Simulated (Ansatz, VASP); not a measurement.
# PbS in VASP and in Ansatz

POSCAR

```
PbS
1.0
    0.0000000000      2.9872327164      2.9872327164
    2.9872327164      0.0000000000      2.9872327164
    2.9872327164      2.9872327164      0.0000000000
Pb S
1 1
Direct
    0.0000000000      0.0000000000      0.0000000000
    0.5000000000      0.5000000000      0.5000000000
```

The input INCAR.step1:

```
SYSTEM = PbS
ALGO = Normal ; EDIFF = 1E-5
ENCUT = 520 ; GGA = PE
ISIF = 2 ; ISMEAR = 0
LASPH = .True. ; LCHARG = .False.
LREAL = .False. ; LWAVE = .True.
NBANDS = 17 ; NELM = 80
PREC = Accurate ; SIGMA = 0.2
```

INCAR.step2

```
SYSTEM = PbS
ALGO = Normal ; EDIFF = 1E-6
ENCUT = 520 ; GGA = PE
HFSCREEN = 0.2079 ; ISIF = 2
ISMEAR = 0 ; ISTART = 1
LASPH = .True. ; LCHARG = .False.
LHFCALC = .True. ; LREAL = .False.
LWAVE = .False. ; NBANDS = 17
NELM = 80 ; PREC = Accurate
PRECFOCK = Normal ; SIGMA = 0.2
```

The input KPOINTS:

```
k-points
0
Gamma
  4 4 4
  0 0 0
```

Input for Ansatz:

```yaml
crystal:
  lattice:
    - [0.0, 2.9872327164, 2.9872327164]
    - [2.9872327164, 0.0, 2.9872327164]
    - [2.9872327164, 2.9872327164, 0.0]
  atoms:
    - { symbol: Pb, position: [0.0, 0.0, 0.0] }
    - { symbol: S, position: [0.5, 0.5, 0.5] }
kpoints:
  mp_grid: { grid: [4, 4, 4] }
hamiltonian:
  xc: hse06
scf:
  occupations: { method: gaussian, width: 0.2 }
  n_extra_bands: 4
output:
  forces: true
  stress: true
  eigenvalues: true
```

Alike in both runs: task single point; functional HSE06; k mesh 4 × 4 × 4; occupations gaussian, width 0.2 eV; no spin polarisation.

|  | VASP | Ansatz |
| --- | --- | --- |
| version | VASP 6.6.1 | Ansatz 0.2.0 |
| potentials or method | VASP PAW PBE potentials, release 64 (Pb_d, S) | plane waves |
| plane-wave cutoff (eV) | 520 | 420 |
| valence electrons in the cell | 20 | 20 |

|  | VASP | Ansatz | Ansatz less VASP |
| --- | --- | --- | --- |
| pressure (GPa) | -0.2 | -0.1 | +0.11 |

The functional is the same, so the differences come from potentials, cutoffs and numerics. Ansatz's warnings: stress exchange threshold loose, stress scf threshold loose.

The k mesh is coarse, so the values compare programs but aren't converged. Neither program's run includes spin-orbit coupling.
